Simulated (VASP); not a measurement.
# CaO (Fm-3m) in VASP: single point with r2SCAN

Aim: the single point of CaO with r2SCAN.

Program: VASP 6.6.1. These are calculated values, not measurements. Logs are shortened: lines on timing, memory, paths and dates and some standing lists are left out, and cuts for length are marked.

## Step 1: The cell of the first run

The structure is cubic, space group Fm-3m (No. 225). The conventional cell has a = 4.816 Å, b = 4.816 Å, c = 4.816 Å, α = 90.00°, β = 90.00°, γ = 90.00°. Ca (site symmetry m-3m) has 6 O at 2.41 Å within 3.2 Å. Within 3.2 Å of O (site symmetry m-3m) lie 6 Ca at 2.41 Å.

## Step 2: Single point, r2SCAN

POSCAR reads:

```
CaO
1.0
    0.0000000000      2.4079525000      2.4079525000
    2.4079525000      0.0000000000      2.4079525000
    2.4079525000      2.4079525000      0.0000000000
Ca O
1 1
Direct
    0.0000000000      0.0000000000      0.0000000000
    0.5000000000      0.5000000000      0.5000000000
```

INCAR.step1 reads:

```
PREC = Accurate ; ENCUT = 1480
ISMEAR = -1 ; SIGMA = 0.0168
LREAL = F ; LASPH = T
NELM = 120 ; NBANDS = 15
GGA = PE ; ALGO = Normal
EDIFF = 1E-5 ; LWAVE = T
LCHARG = F ; GGA_COMPAT = F
```

INCAR.step2 reads:

```
PREC = Accurate ; ENCUT = 1480
EDIFF = 1E-6 ; ISMEAR = -1
SIGMA = 0.0168 ; LREAL = F
LASPH = T ; NELM = 120
ALGO = Normal ; ISIF = 2
LWAVE = F ; LCHARG = T
METAGGA = R2SCAN ; LMIXTAU = T
LELF = T ; LVHAR = T
NBANDS = 15 ; ISTART = 1
GGA_COMPAT = F
```

KPOINTS reads:

```
regular mesh
0
Gamma
  9 9 9
```

Potentials or basis: VASP PAW PBE potentials, release 64 (Ca_sv, O_h).

Run with:

```bash
cat potpaw_PBE.64/Ca_sv/POTCAR potpaw_PBE.64/O_h/POTCAR > POTCAR
cp INCAR.step1 INCAR
mpirun -np 1 vasp_std > vasp.out
cp INCAR.step2 INCAR
mpirun -np 1 vasp_std > vasp.out
```

OUTCAR:

```text
PREC = Accurate
   ENCUT = 1480
   EDIFF = 1E-6
   ISMEAR = -1
   LREAL = F
   LASPH = T
   NELM = 120
   ISIF = 2
   METAGGA = R2SCAN
   ISTART = 1

 ion  position               nearest neighbor table
   1  0.000  0.000  0.000-
   2  0.500  0.500  0.500-

  LATTYP: Found a face centered cubic cell.
 ALAT       =     4.8159050000

  Lattice vectors:

 A1 = (   0.0000000000,   2.4079525000,   2.4079525000)
 A2 = (   2.4079525000,   0.0000000000,   2.4079525000)
 A3 = (   2.4079525000,   2.4079525000,   0.0000000000)

Analysis of symmetry for initial positions (statically):
=====================================================================
 Subroutine PRICEL returns:
 Original cell was already a primitive cell.

 Routine SETGRP: Setting up the symmetry group for a
 face centered cubic supercell.

 Subroutine GETGRP returns: Found 48 space group operations
 (whereof 48 operations were pure point group operations)
 out of a pool of 48 trial point group operations.

The static configuration has the point symmetry O_h .

Analysis of symmetry for dynamics (positions and initial velocities):
=====================================================================
 Subroutine PRICEL returns:
 Original cell was already a primitive cell.

 Routine SETGRP: Setting up the symmetry group for a
 face centered cubic supercell.

 Subroutine GETGRP returns: Found 48 space group operations
 (whereof 48 operations were pure point group operations)
 out of a pool of 48 trial point group operations.

The dynamic configuration has the point symmetry O_h .

 Subroutine INISYM returns: Found 48 space group operations
 (whereof 48 operations are pure point group operations),
 and found     1 'primitive' translations

----------------------------------------------------------------------------------------

                                     Primitive cell

  volume of cell :      27.9238

  direct lattice vectors                    reciprocal lattice vectors
     0.000000000  2.407952500  2.407952500    -0.207645292  0.207645292  0.207645292
     2.407952500  0.000000000  2.407952500     0.207645292 -0.207645292  0.207645292
     2.407952500  2.407952500  0.000000000     0.207645292  0.207645292 -0.207645292

  length of vectors
     3.405359083  3.405359083  3.405359083     0.359652196  0.359652196  0.359652196

  position of ions in fractional coordinates (direct lattice)
     0.000000000  0.000000000  0.000000000
     0.500000000  0.500000000  0.500000000

  ion indices of the primitive-cell ions
   primitive index   ion index
                 1           1
                 2           2

----------------------------------------------------------------------------------------

 KPOINTS: regular mesh

Automatic generation of k-mesh.
 Grid dimensions read from file:
 generate k-points for:    9    9    9

 Generating k-lattice:

  Cartesian coordinates                     Fractional coordinates (reciprocal lattice)
    -0.023071699  0.023071699  0.023071699     0.111111111  0.000000000  0.000000000
     0.023071699 -0.023071699  0.023071699     0.000000000  0.111111111  0.000000000
     0.023071699  0.023071699 -0.023071699     0.000000000  0.000000000  0.111111111

  Length of vectors
     0.039961355  0.039961355  0.039961355

  Shift w.r.t. Gamma in fractional coordinates (k-lattice)
     0.000000000  0.000000000  0.000000000

 Subroutine IBZKPT returns following result:
 ===========================================

 Found     35 irreducible k-points:

 Following reciprocal coordinates:
            Coordinates               Weight
  0.000000  0.000000  0.000000      1.000000
  0.111111  0.000000  0.000000      8.000000
  0.222222  0.000000  0.000000      8.000000
  0.333333  0.000000  0.000000      8.000000
  0.444444  0.000000  0.000000      8.000000
  0.111111  0.111111  0.000000      6.000000
[... 16 lines left out ...]
 -0.333333  0.333333  0.000000     12.000000
  0.444444  0.444444  0.000000      6.000000
 [... further k-points ...]
   k-points           NKPTS =     35   k-points in BZ     NKDIM =     35   number of bands    NBANDS=     15
   number of dos      NEDOS =    301   number of ions     NIONS =      2
   total plane-waves  NPLWV = 110592
   dimension x,y,z NGX =    48 NGY =   48 NGZ =   48
   dimension x,y,z NGXF=    96 NGYF=   96 NGZF=   96
   ions per type =               1   1
   NGX,Y,Z   is equivalent  to a cutoff of  23.43, 23.43, 23.43 a.u.
   NGXF,Y,Z  is equivalent  to a cutoff of  46.87, 46.87, 46.87 a.u.
 SYSTEM =  unknown system
   PREC   = accura    normal or accurate (medium, high low for compatibility)
   ISTART =      1    job   : 0-new  1-cont  2-samecut
   ICHARG =      0    charge: 1-file 2-atom 10-const
   ISPIN  =      1    spin polarized calculation?
   LNONCOLLINEAR =      F non collinear calculations
   LSORBIT =      F    spin-orbit coupling
   LASPH  =      T    aspherical Exc in radial PAW
   ENCUT  = 1480.0 eV 108.78 Ry   10.43 a.u.  10.68 10.68 10.68*2*pi/ulx,y,z
   NELM   =    120;   NELMIN=  2; NELMDL=  0     # of ELM steps
   EDIFF  = 0.1E-05   stopping-criterion for ELM
   LREAL  =      F    real-space projection
   EDIFFG = 0.1E-04   stopping-criterion for IOM
   NSW    =      0    number of steps for IOM
   IBRION =     -1    ionic relax: 0-MD 1-quasi-New 2-CG
   NFREE  =      0    steps in history (QN), initial steepest desc. (CG)
   ISIF   =      2    stress and relaxation
   ISYM   =      2    0-nonsym 1-usesym 2-fastsym
   POTIM  = 0.5000    time-step for ionic-motion
   TEBEG  =    0.0;   TEEND  =   0.0 temperature during run
   PSTRESS=    0.0 pullay stress
   NELECT =      16.0000    total number of electrons
   NUPDOWN=      -1.0000    fix difference up-down
   EMIN   =  10.00;   EMAX   =-10.00  energy-range for DOS
   EFERMI =   0.00;   METHOD = LEGACY
   ISMEAR =    -1;   SIGMA  =   0.02  broadening in eV -4-tet -1-fermi 0-gaus
   EFERMI_NEDOS =   21; number of points for ismear=-14 and -15
   IALGO  =     38    algorithm
   IMIX   =      4    mixing-type and parameters
     AMIX     =   0.40;   BMIX     =  1.00
     AMIX_MAG =   1.60;   BMIX_MAG =  1.00
  volume/ion in A,a.u.               =      13.96        94.22
  Fermi-wavevector in a.u.,A,eV,Ry     =   1.359743  2.569542 25.155835  1.848902
  Thomas-Fermi vector in A             =   2.486465
   LORBIT       =      0    0 simple, 1 ext, 2 COOP (PROOUT), +10 PAW based schemes
   METAGGA = R2SCAN    functional components
   LHFCALC =     F    Hartree Fock is set to
   AEXX    =    0.0000 exact exchange contribution
   IVDW    =     0    specifies the selected vdW correction
   LEPSILON=     F    determine dielectric tensor
   LRPA    =     F    only Hartree local field effects (RPA)
 non-spin polarized calculation
  energy-cutoff  :     1480.00
  volume of cell :       27.92
 maximum number of plane-waves:      3695
 NGX is ok and might be reduce to    48
   NGX = 21   NGY = 21   NGZ = 21

 number of electron      16.0000000 magnetization

 Free energy of the ion-electron system (eV)
  ---------------------------------------------------
  ext. energy  EPLUGINS =         0.00000000
  ---------------------------------------------------
  free energy    TOTEN  =       -19.46779602 eV

  energy without entropy =      -19.46779602  energy(sigma->0) =      -19.46779602

 E-fermi :   2.6725     XC(G=0): -11.0452

 val. band max:        2.2537346914   @ k =   0.0000   0.0000   0.0000
 cond. band min:       6.5070606459   @ k =   0.4444   0.4444   0.0000
 fundamental gap:      4.2533259545
 Fermi energy:         2.6724518157

 k-point     1 :       0.0000    0.0000    0.0000
  band No.  band energies     occupation
      1     -36.8254      2.00000
      2     -16.7214      2.00000
      3     -16.7214      2.00000
      4     -16.7214      2.00000
      5     -14.2075      2.00000
      6       2.2537      2.00000
      7       2.2537      2.00000
      8       2.2537      2.00000
      9       7.6322      0.00000
     10       9.0965      0.00000
     11       9.0965      0.00000
     12       9.0965      0.00000
     13      10.6831      0.00000
     14      10.6831      0.00000
     15      17.9914      0.00000

 k-point     2 :       0.1111    0.0000    0.0000
  band No.  band energies     occupation
      1     -36.8140      2.00000
      2     -16.9099      2.00000
      3     -16.7273      2.00000
      4     -16.7273      2.00000
      5     -14.0114      2.00000
      6       1.8382      2.00000
      7       2.0892      2.00000
      8       2.0892      2.00000
      9       8.1813      0.00000
     10       9.0543      0.00000
     11       9.3102      0.00000
     12       9.3102      0.00000
     13      10.9777      0.00000
     14      10.9777      0.00000
     15      18.4804      0.00000

 k-point     3 :       0.2222    0.0000    0.0000
  band No.  band energies     occupation
      1     -36.7848      2.00000
      2     -17.3020      2.00000
      3     -16.7421      2.00000
      4     -16.7421      2.00000
      5     -13.5989      2.00000
      6       0.9799      2.00000
      7       1.7095      2.00000
      8       1.7095      2.00000
      9       9.0536      0.00000
     10       9.4593      0.00000
     11       9.8889      0.00000
     12       9.8889      0.00000
     13      11.7216      0.00000
     14      11.7216      0.00000
     15      19.0258      0.00000

 k-point     4 :       0.3333    0.0000    0.0000
  band No.  band energies     occupation
      1     -36.7515      2.00000
      2     -17.6644      2.00000
      3     -16.7588      2.00000
      4     -16.7588      2.00000
      5     -13.2110      2.00000
      6       0.1840      2.00000
      7       1.3274      2.00000
      8       1.3274      2.00000
      9       9.3970      0.00000
     10      10.6353      0.00000
     11      10.6353      0.00000
     12      10.6871      0.00000
     13      12.6139      0.00000
     14      12.6139      0.00000
     15      18.2934      0.00000
[... 307 lines left out ...]
 k-point    22 :      -0.4444    0.3333    0.0000
  band No.  band energies     occupation
      1     -36.7014      2.00000
      2     -17.3681      2.00000
      3     -17.1103      2.00000
      4     -16.8879      2.00000
      5     -13.6094      2.00000
      6       0.8613      2.00000
      7       1.1823      2.00000
      8       1.5395      2.00000
      9       7.7322      0.00000
     10      11.0238      0.00000
     11      11.5500      0.00000
     12      12.0182      0.00000
     13      12.5461      0.00000
     14      15.4017      0.00000
     15      17.1602      0.00000

 k-point    23 :      -0.3333    0.3333    0.0000
  band No.  band energies     occupation
      1     -36.7041      2.00000
      2     -17.4657      2.00000
      3     -17.1343      2.00000
      4     -16.8437      2.00000
      5     -13.4054      2.00000
      6       0.5559      2.00000
      7       1.1454      2.00000
      8       1.2985      2.00000
      9       8.8366      0.00000
     10      10.2916      0.00000
     11      11.5821      0.00000
     12      11.6068      0.00000
     13      13.0892      0.00000
     14      16.5429      0.00000
     15      16.8500      0.00000

 k-point    24 :       0.4444    0.4444    0.0000
  band No.  band energies     occupation
      1     -36.7014      2.00000
      2     -17.3152      2.00000
      3     -16.9364      2.00000
      4     -16.9364      2.00000
      5     -13.9431      2.00000
      6       0.8899      2.00000
      7       1.8791      2.00000
      8       1.8791      2.00000
      9       6.5071      0.00000
     10      10.9120      0.00000
     11      11.8151      0.00000
     12      12.3795      0.00000
     13      12.3795      0.00000
     14      14.1434      0.00000
     15      17.1062      0.00000

 [... further k-points ...]

------------------------ aborting loop because EDIFF is reached ----------------------------------------

  FORCE on cell =-STRESS in cart. coord.  units (eV):
  Direction    XX          YY          ZZ          XY          YZ          ZX
  --------------------------------------------------------------------------------------
  -------------------------------------------------------------------------------------
  Total       -0.0974549     -0.0974549     -0.0974549      0.0000000      0.0000000     -0.0000000
  in kB       -5.5916575     -5.5916575     -5.5916575      0.0000000      0.0000000     -0.0000000
  external PRESSURE =      -5.5916575 kB  Pullay stress =       0.0000000 kB

 VOLUME and BASIS-vectors are now :
 -----------------------------------------------------------------------------
  energy-cutoff  :     1480.00
  volume of cell :       27.92
      direct lattice vectors                 reciprocal lattice vectors
     0.000000000  2.407952500  2.407952500    -0.207645292  0.207645292  0.207645292
     2.407952500  0.000000000  2.407952500     0.207645292 -0.207645292  0.207645292
     2.407952500  2.407952500  0.000000000     0.207645292  0.207645292 -0.207645292

 POSITION                                       TOTAL-FORCE (eV/Angst)
 -----------------------------------------------------------------------------------
      0.00000      0.00000      0.00000        -0.000000      0.000000     -0.000000
      2.40795      2.40795      2.40795         0.000000     -0.000000      0.000000
 -----------------------------------------------------------------------------------
    total drift:                               -0.000000     -0.000000     -0.000000

  FREE ENERGIE OF THE ION-ELECTRON SYSTEM (eV)
  ---------------------------------------------------
  free  energy   TOTEN  =       -19.4677960246 eV

  energy  without entropy=      -19.4677960246  energy(sigma->0) =      -19.46779602
```

Run time: 2.5 min. Hardware: 1 thread of Intel Xeon 6975P-C (Granite Rapids), shared host; peak memory 0.42 GiB.

What came out:

- Free energy: -19.4678 eV
- Pressure: -0.6 GPa
- Band gap on the k mesh: 4.25 eV (least direct gap 4.63 eV)

Caveat: the PAW data sets were made with another functional, which shifts forces and pressure a little; an odd mesh through Γ misses points on the zone boundary, where band edges can lie.
